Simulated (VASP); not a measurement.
A run of VASP 6.6.1 is set up as follows.

INCAR

```
  PREC = Accurate
  ENCUT = 520
  EDIFF = 1E-7
  ISMEAR = 0
  SIGMA = 0.1
  LREAL = False
  LASPH = True
  NELM = 100
  ALGO = Normal
  ISIF = 2
  LWAVE = False
  LCHARG = False
  GGA = PE
  NBANDS = 18
```

KPOINTS

```
regular mesh
0
Gamma
  6 6 4
```

Contents of POSCAR:

```
P
1.0
    2.1868573400     -2.1882578900      0.0000000000
    2.1868573400      2.1882578900      0.0000000000
    0.0000000000      0.0000000000      4.8296400900
P
4
Direct
    0.2500000000      0.7500000000      0.4123970000
    0.7500000000      0.2500000000      0.5876030000
    0.0000000000      0.5000000000      0.0000000000
    0.5000000000      0.0000000000      0.0000000000
```

Potentials or basis: VASP PAW PBE potentials, release 64 (P).

Run with:

```sh
$ cat potpaw_PBE.64/P/POTCAR > POTCAR
$ mpirun -np 1 vasp_std > vasp.out
```

Task: Predict the band gap on the k mesh.

Result: Zero (bands 10 and 11 overlap by 4.73 eV).

Task: Predict the largest force.

Result: 1.179 eV/Å.

Forces on the atoms (eV/Å):
```
P    0.000  0.000  1.179
P    0.000  0.000 -1.179
P    0.000  0.000  0.000
P    0.000  0.000  0.000
```

Caveat: forces of over 1 eV/Å act on the atoms, so gaps and moduli don't describe the material at rest.
